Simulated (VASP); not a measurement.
# Lu (P6_3/mmc) in VASP: further runs

Runs on Lu. Level: LDA. Tasks: single point.

Everything below comes from runs of VASP 6.6.1. Logs are shortened: lines on timing, memory, paths and dates and some standing lists are left out, and cuts for length are marked.

### 1 The cell of the first run

It takes space group P6_3/mmc (No. 194, hexagonal). Conventional cell: a = 3.382 Å, b = 3.382 Å, c = 5.252 Å, α = 90.00°, β = 90.00°, γ = 120.00°. Lu (site symmetry -6m2) has 12 Lu at 3.27 to 3.38 Å within 4.3 Å.

### 2 Single point, LDA

INCAR

```
PREC     = Accurate       # precision mode
ENCUT    = 520            # plane-wave cutoff, eV
EDIFF    = 1E-6           # SCF threshold, eV
ISMEAR   = -1             # smearing method
SIGMA    = 0.1            # smearing width, eV
LREAL    = False          # projectors in reciprocal space
LASPH    = True           # aspherical terms in the spheres
NELM     = 80             # most SCF steps
ALGO     = Normal         # electronic algorithm
ISIF     = 2              # what is computed and relaxed
LWAVE    = False          # write WAVECAR
LCHARG   = True           # write CHGCAR
GGA      = CA             # functional
LELF     = True           # ELF
LVHAR    = True         
NBANDS   = 32             # bands
```

KPOINTS

```
regular mesh
0
Gamma
  16 16 9
```

POSCAR

```
Lu
1.0
    3.3823924653      0.0000000000      0.0000000000
   -1.6911962327      2.9292378005      0.0000000000
    0.0000000000      0.0000000000      5.2524129119
Lu
2
Direct
    0.3333333333      0.6666666667      0.2500000000
    0.6666666667      0.3333333333      0.7500000000
```

Potentials or basis: VASP PAW PBE potentials, release 64 (Lu).

The run is started by

```console
$ cat potpaw_PBE.64/Lu/POTCAR > POTCAR
$ mpirun -np 1 vasp_std > vasp.out
```

OUTCAR:

```text
PREC = Accurate
   ENCUT = 520
   EDIFF = 1E-6
   ISMEAR = -1
   LREAL = False
   LASPH = True
   NELM = 80
   ISIF = 2
   GGA = CA

 ion  position               nearest neighbor table
   1  0.333  0.667  0.250-   2 3.27   2 3.27   2 3.27   2 3.27   2 3.27   2 3.27
   2  0.667  0.333  0.750-   1 3.27   1 3.27   1 3.27   1 3.27   1 3.27   1 3.27

  LATTYP: Found a hexagonal cell.
 ALAT       =     3.3823924653
 C/A-ratio  =     1.5528691498

  Lattice vectors:

 A1 = (   3.3823924653,   0.0000000000,   0.0000000000)
 A2 = (  -1.6911962327,   2.9292378005,   0.0000000000)
 A3 = (   0.0000000000,   0.0000000000,   5.2524129119)

Analysis of symmetry for initial positions (statically):
=====================================================================
 Subroutine PRICEL returns:
 Original cell was already a primitive cell.

 Routine SETGRP: Setting up the symmetry group for a
 hexagonal supercell.

 Subroutine GETGRP returns: Found 24 space group operations
 (whereof 12 operations were pure point group operations)
 out of a pool of 24 trial point group operations.

The static configuration has the point symmetry D_3d.
 The point group associated with its full space group is D_6h.

Analysis of symmetry for dynamics (positions and initial velocities):
=====================================================================
 Subroutine PRICEL returns:
 Original cell was already a primitive cell.

 Routine SETGRP: Setting up the symmetry group for a
 hexagonal supercell.

 Subroutine GETGRP returns: Found 24 space group operations
 (whereof 12 operations were pure point group operations)
 out of a pool of 24 trial point group operations.

The dynamic configuration has the point symmetry D_3d.
 The point group associated with its full space group is D_6h.

 Subroutine INISYM returns: Found 24 space group operations
 (whereof 12 operations are pure point group operations),
 and found     1 'primitive' translations

----------------------------------------------------------------------------------------

                                     Primitive cell

  volume of cell :      52.0400

  direct lattice vectors                    reciprocal lattice vectors
     3.382392465  0.000000000  0.000000000     0.295648719  0.170692868  0.000000000
    -1.691196233  2.929237801  0.000000000     0.000000000  0.341385735  0.000000000
     0.000000000  0.000000000  5.252412912     0.000000000  0.000000000  0.190388687

  length of vectors
     3.382392465  3.382392465  5.252412912     0.341385735  0.341385735  0.190388687

  position of ions in fractional coordinates (direct lattice)
     0.333333333  0.666666667  0.250000000
     0.666666667  0.333333333  0.750000000

  ion indices of the primitive-cell ions
   primitive index   ion index
                 1           1
                 2           2

----------------------------------------------------------------------------------------

 KPOINTS: regular mesh

Automatic generation of k-mesh.
 Grid dimensions read from file:
 generate k-points for:   16   16    9

 Generating k-lattice:

  Cartesian coordinates                     Fractional coordinates (reciprocal lattice)
     0.018478045  0.010668304  0.000000000     0.062500000  0.000000000  0.000000000
     0.000000000  0.021336608  0.000000000     0.000000000  0.062500000  0.000000000
     0.000000000  0.000000000  0.021154299     0.000000000  0.000000000  0.111111111

  Length of vectors
     0.021336608  0.021336608  0.021154299

  Shift w.r.t. Gamma in fractional coordinates (k-lattice)
     0.000000000  0.000000000  0.000000000

 Subroutine IBZKPT returns following result:
 ===========================================

 Found    150 irreducible k-points:

 Following reciprocal coordinates:
            Coordinates               Weight
  0.000000  0.000000  0.000000      1.000000
  0.062500  0.000000  0.000000      6.000000
  0.125000  0.000000  0.000000      6.000000
  0.187500  0.000000  0.000000      6.000000
  0.250000  0.000000  0.000000      6.000000
  0.312500  0.000000  0.000000      6.000000
[... 16 lines left out ...]
  0.187500  0.187500  0.000000      6.000000
  0.250000  0.187500  0.000000     12.000000
 [... further k-points ...]
   k-points           NKPTS =    150   k-points in BZ     NKDIM =    150   number of bands    NBANDS=     32
   number of dos      NEDOS =    301   number of ions     NIONS =      2
   total plane-waves  NPLWV =  31360
   dimension x,y,z NGX =    28 NGY =   28 NGZ =   40
   dimension x,y,z NGXF=    56 NGYF=   56 NGZF=   80
   ions per type =               2
   NGX,Y,Z   is equivalent  to a cutoff of  13.76, 13.76, 12.66 a.u.
   NGXF,Y,Z  is equivalent  to a cutoff of  27.52, 27.52, 25.32 a.u.
 SYSTEM =  unknown system
   PREC   = accura    normal or accurate (medium, high low for compatibility)
   ISTART =      0    job   : 0-new  1-cont  2-samecut
   ICHARG =      2    charge: 1-file 2-atom 10-const
   ISPIN  =      1    spin polarized calculation?
   LNONCOLLINEAR =      F non collinear calculations
   LSORBIT =      F    spin-orbit coupling
   LASPH  =      T    aspherical Exc in radial PAW
   ENCUT  =  520.0 eV  38.22 Ry    6.18 a.u.   6.29  6.29  9.77*2*pi/ulx,y,z
   NELM   =     80;   NELMIN=  2; NELMDL= -5     # of ELM steps
   EDIFF  = 0.1E-05   stopping-criterion for ELM
   LREAL  =      F    real-space projection
   EDIFFG = 0.1E-04   stopping-criterion for IOM
   NSW    =      0    number of steps for IOM
   IBRION =     -1    ionic relax: 0-MD 1-quasi-New 2-CG
   NFREE  =      0    steps in history (QN), initial steepest desc. (CG)
   ISIF   =      2    stress and relaxation
   ISYM   =      2    0-nonsym 1-usesym 2-fastsym
   POTIM  = 0.5000    time-step for ionic-motion
   TEBEG  =    0.0;   TEEND  =   0.0 temperature during run
   PSTRESS=    0.0 pullay stress
   NELECT =      50.0000    total number of electrons
   NUPDOWN=      -1.0000    fix difference up-down
   EMIN   =  10.00;   EMAX   =-10.00  energy-range for DOS
   EFERMI =   0.00;   METHOD = LEGACY
   ISMEAR =    -1;   SIGMA  =   0.10  broadening in eV -4-tet -1-fermi 0-gaus
   EFERMI_NEDOS =   21; number of points for ismear=-14 and -15
   IALGO  =     38    algorithm
   IMIX   =      4    mixing-type and parameters
     AMIX     =   0.40;   BMIX     =  1.00
     AMIX_MAG =   1.60;   BMIX_MAG =  1.00
  volume/ion in A,a.u.               =      26.02       175.59
  Fermi-wavevector in a.u.,A,eV,Ry     =   1.615421  3.052703 35.505551  2.609584
  Thomas-Fermi vector in A             =   2.710171
   LORBIT       =      0    0 simple, 1 ext, 2 COOP (PROOUT), +10 PAW based schemes
   GGA     = CA    functional components
   LHFCALC =     F    Hartree Fock is set to
   AEXX    =    0.0000 exact exchange contribution
   IVDW    =     0    specifies the selected vdW correction
   LEPSILON=     F    determine dielectric tensor
   LRPA    =     F    only Hartree local field effects (RPA)
 non-spin polarized calculation
  energy-cutoff  :      520.00
  volume of cell :       52.04
 maximum number of plane-waves:      1423
 NGX is ok and might be reduce to    28
   NGX = 13   NGY = 13   NGZ = 19

 number of electron      49.9999981 magnetization

 Free energy of the ion-electron system (eV)
  ---------------------------------------------------
  ext. energy  EPLUGINS =         0.00000000
  ---------------------------------------------------
  free energy    TOTEN  =       -10.43578444 eV

  energy without entropy =      -10.33863703  energy(sigma->0) =      -10.38721073

 E-fermi :   2.3593     XC(G=0): -11.5478

 val. band max:        2.3565179836   @ k =   0.3750   0.2500   0.4444
 cond. band min:       2.3599753984   @ k =   0.4375  -0.0000   0.4444
 fundamental gap:      0.0034574147
 Fermi energy:         2.3593407975

 k-point     1 :       0.0000    0.0000    0.0000
  band No.  band energies     occupation
      1     -53.3136      2.00000
      2     -53.2497      2.00000
      3     -24.6182      2.00000
      4     -23.9763      2.00000
      5     -23.9763      2.00000
      6     -23.8491      2.00000
[... 24 lines left out ...]
     31       5.9024      0.00000
     32       5.9024      0.00000

 k-point     2 :       0.0625    0.0000    0.0000
  band No.  band energies     occupation
      1     -53.3121      2.00000
      2     -53.2492      2.00000
      3     -24.6089      2.00000
      4     -23.9949      2.00000
      5     -23.9828      2.00000
      6     -23.8690      2.00000
[... 24 lines left out ...]
     31       5.7484      0.00000
     32       5.7912      0.00000

 k-point     3 :       0.1250    0.0000    0.0000
  band No.  band energies     occupation
      1     -53.3075      2.00000
      2     -53.2478      2.00000
      3     -24.5817      2.00000
      4     -24.0479      2.00000
      5     -24.0010      2.00000
      6     -23.9247      2.00000
[... 24 lines left out ...]
     31       5.6592      0.00000
     32       5.7608      0.00000

 k-point     4 :       0.1875    0.0000    0.0000
  band No.  band energies     occupation
      1     -53.3004      2.00000
      2     -53.2460      2.00000
      3     -24.5386      2.00000
      4     -24.1273      2.00000
      5     -24.0273      2.00000
      6     -24.0057      2.00000
[... 24 lines left out ...]
     31       6.0866      0.00000
     32       6.2246      0.00000

 k-point     5 :       0.2500    0.0000    0.0000
  band No.  band energies     occupation
      1     -53.2918      2.00000
      2     -53.2441      2.00000
      3     -24.4829      2.00000
      4     -24.2213      2.00000
      5     -24.0977      2.00000
      6     -24.0573      2.00000
[... 584 lines left out ...]
     31       8.5806      0.00000
     32       9.5811      0.00000

 k-point    22 :       0.4375    0.1250    0.0000
  band No.  band energies     occupation
      1     -53.2621      2.00000
      2     -53.2443      2.00000
      3     -24.4458      2.00000
      4     -24.3042      2.00000
      5     -24.2577      2.00000
      6     -24.1687      2.00000
[... 24 lines left out ...]
     31       8.8478      0.00000
     32       9.5546      0.00000

 k-point    23 :       0.1875    0.1875    0.0000
  band No.  band energies     occupation
      1     -53.2803      2.00000
      2     -53.2427      2.00000
      3     -24.4039      2.00000
      4     -24.2621      2.00000
      5     -24.2566      2.00000
      6     -24.0697      2.00000
[... 24 lines left out ...]
     31       7.1872      0.00000
     32       8.1502      0.00000

 k-point    24 :       0.2500    0.1875    0.0000
  band No.  band energies     occupation
      1     -53.2721      2.00000
      2     -53.2426      2.00000
      3     -24.3424      2.00000
      4     -24.3356      2.00000
      5     -24.2816      2.00000
      6     -24.1156      2.00000
[... 24 lines left out ...]
     31       7.8108      0.00000
     32       8.9337      0.00000

 [... further k-points ...]

------------------------ aborting loop because EDIFF is reached ----------------------------------------

  FORCE on cell =-STRESS in cart. coord.  units (eV):
  Direction    XX          YY          ZZ          XY          YZ          ZX
  --------------------------------------------------------------------------------------
  -------------------------------------------------------------------------------------
  Total        0.0582461      0.0582461      0.1137842     -0.0000000      0.0000000      0.0000000
  in kB        1.7932460      1.7932460      3.5031211     -0.0000000      0.0000000      0.0000000
  external PRESSURE =       2.3632044 kB  Pullay stress =       0.0000000 kB

 VOLUME and BASIS-vectors are now :
 -----------------------------------------------------------------------------
  energy-cutoff  :      520.00
  volume of cell :       52.04
      direct lattice vectors                 reciprocal lattice vectors
     3.382392465  0.000000000  0.000000000     0.295648719  0.170692868  0.000000000
    -1.691196233  2.929237801  0.000000000     0.000000000  0.341385735  0.000000000
     0.000000000  0.000000000  5.252412912     0.000000000  0.000000000  0.190388687

 POSITION                                       TOTAL-FORCE (eV/Angst)
 -----------------------------------------------------------------------------------
     -0.00000      1.95283      1.31310        -0.000000      0.000000      0.000000
      1.69120      0.97641      3.93931         0.000000      0.000000      0.000000
 -----------------------------------------------------------------------------------
    total drift:                               -0.000000      0.000000     -0.000000

  FREE ENERGIE OF THE ION-ELECTRON SYSTEM (eV)
  ---------------------------------------------------
  free  energy   TOTEN  =       -10.4357844394 eV

  energy  without entropy=      -10.3386370286  energy(sigma->0) =      -10.38721073
```

It took 1.7 min on 1 thread of Intel Xeon 6975P-C (Granite Rapids), shared host; peak memory 0.3 GiB.

Results:

```yaml
Free_energy: -10.4358 eV
Pressure: 0.2 GPa
Band_gap_on_the_k_mesh: zero (bands 25 and 26 overlap by 1.88 eV)
```

Caveat: the PAW data sets were made with another functional, which shifts forces and pressure a little; spin-orbit coupling is left out, which moves the levels of the heavy elements.

### 3 Single point, LDA

INCAR

```
SYSTEM = Lu
ALGO = Normal
EDIFF = 1E-6
ENCUT = 520
GGA = CA
ISIF = 2
ISMEAR = -1
LASPH = .TRUE.
LCHARG = .FALSE.
LREAL = .FALSE.
LWAVE = .FALSE.
NBANDS = 32
NELM = 100
PREC = Accurate
SIGMA = 0.1
```

KPOINTS

```
k-points
0
G
  18 18 10
  0 0 0
```

POSCAR is that of step 2.

Potentials or basis: VASP PAW PBE potentials, release 64 (Lu).

The run is started by

```console
$ cat potpaw_PBE.64/Lu/POTCAR > POTCAR
$ mpirun -np 1 vasp_std > vasp.out
```

Run time: 2.5 min. Hardware: 1 thread of Intel Xeon 6975P-C (Granite Rapids), shared host; peak memory 0.38 GiB.

It converged, with:

```
Free energy            : -10.4358 eV
Pressure               : 0.2 GPa
Band gap on the k mesh : zero (bands 25 and 26 overlap by 1.89 eV)
```

Stress tensor (GPa, compression positive):
```
0.15 0.00 0.00
0.00 0.15 0.00
0.00 0.00 0.35
```

Levels at points of the mesh, in eV from the Fermi level:
```csv
k point,band 22,band 23,band 24,band 25,band 26,band 27,band 28,band 29
"(0.00, 0.00, 0.00)",-4.71,-4.71,-2.59,1.26,2.17,2.17,2.71,3.02
"(0.50, 0.00, 0.00)",-4.72,-2.40,-1.60,-1.04,-0.15,1.77,1.84,2.64
"(0.00, 0.00, 0.50)",-4.71,-4.38,-4.38,1.26,1.26,2.05,2.05,2.05
"(0.50, 0.00, 0.50)",-4.74,-2.30,-2.30,0.12,0.12,1.72,1.72,3.53
```

Caveat: the PAW data sets were made with another functional, which shifts forces and pressure a little; spin-orbit coupling is left out, which moves the levels of the heavy elements.
